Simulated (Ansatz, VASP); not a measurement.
One calculation of ScAl4, two programs

```
CELL_PARAMETERS angstrom
-3.33398 3.33398 1.99418
3.33398 -3.33398 1.99418
3.33398 3.33398 -1.99418
ATOMIC_POSITIONS crystal
Sc 0.50000 0.50000 0.00000
Al 0.69612 0.90231 0.59843
Al 0.90231 0.30388 0.20619
Al 0.09769 0.69612 0.79381
Al 0.30388 0.09769 0.40157
```

Alike in both runs: functional PBE; k mesh 6 × 6 × 6; occupations gaussian, width 0.1 eV; no spin polarisation.

Ansatz relaxed the structure, and its values are those at the end. VASP's run is a single point on that final structure, the one shown.

```csv
,VASP,Ansatz
version,VASP 6.6.1,Ansatz 0.2.0
potentials or method,"VASP PAW PBE potentials, release 64 (Sc_sv, Al), cutoff 520 eV","scalar-relativistic, plane waves, PAW"
valence electrons in the cell,23,23
```

|  | VASP | Ansatz | Ansatz less VASP |
| --- | --- | --- | --- |
| gap on the k mesh at the Fermi level (eV) | none | none | - |
| pressure (GPa) | 0.0 | 0.0 | -0.02 |
| rms of the force components (eV/Å) | 0.005 | 0.007 | +0.0025 |

A gap of «none» marks a metal or a gap that the smearing closes.
